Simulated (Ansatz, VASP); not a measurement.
One calculation of AlRu, two programs

```
Al Ru
1.0
     2.98250    0.00000    0.00000
     0.00000    2.98250    0.00000
     0.00000    0.00000    2.98250
Al Ru
1 1
Direct
  0.00000 0.00000 0.00000
  0.50000 0.50000 0.50000
```

Alike in both runs: task electric field gradients; functional PBE; k mesh 6 × 6 × 6; occupations gaussian, width 0.1 eV; no spin polarisation.

```csv
,VASP,Ansatz
version,VASP 6.6.1,Ansatz 0.2.0
potentials or method,"VASP PAW PBE potentials, release 64 (Al, Ru_pv)","scalar-relativistic, plane waves, PAW"
plane-wave cutoff (eV),400,420
valence electrons in the cell,17,19
```

Ansatz gave:

* gap on the k mesh at the Fermi level (eV): none
* pressure (GPa): 4.5

Problem. Which values does VASP return?

Solution. gap on the k mesh at the Fermi level (eV): none; pressure (GPa): 4.0.

A gap of «none» marks a metal or a gap that the smearing closes. VASP's potentials hold 17 valence electrons a cell and Ansatz's 19, so a difference there can come from the potentials and not from the codes.
